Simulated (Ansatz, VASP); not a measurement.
One calculation of HfSeS4, two programs

```
CELL_PARAMETERS angstrom
0.00000 4.48073 4.48073
4.48073 0.00000 4.48073
4.48073 4.48073 0.00000
ATOMIC_POSITIONS crystal
Hf 0.00000 0.00000 0.00000
Se 0.50000 0.50000 0.50000
S 0.35935 0.35935 0.92195
S 0.35935 0.92195 0.35935
S 0.92195 0.35935 0.35935
S 0.35935 0.35935 0.35935
```

Change from the starting cell: species swapped into the RbBH4 type (F-43m, No. 216).

Alike in both runs: task relaxation of cell and atoms; functional PBE; k mesh 8 × 8 × 8; occupations gaussian, width 0.1 eV; no spin polarisation.

```csv
,VASP,Ansatz
version,VASP 6.6.1,Ansatz 0.2.0
potentials or method,"VASP PAW PBE potentials, release 64 (Hf_pv, Se, S), cutoff 600 eV","scalar-relativistic, plane waves, PAW"
valence electrons in the cell,40,66
```

|  | VASP | Ansatz | Ansatz less VASP |
| --- | --- | --- | --- |
| gap on the k mesh at the Fermi level, each at its own relaxed structure (eV) | none | none | - |
| relaxed volume (Å³/atom) | 29.71 | 29.75 | +0.037 |
| relaxed cell length with the largest relative difference (Å) | 6.318 | 6.320 | +0.0026 |

A gap of «none» marks a metal or a gap that the smearing closes. VASP's potentials hold 40 valence electrons a cell and Ansatz's 66, so a difference there can come from the potentials and not from the codes.

Spin-orbit coupling is off throughout.
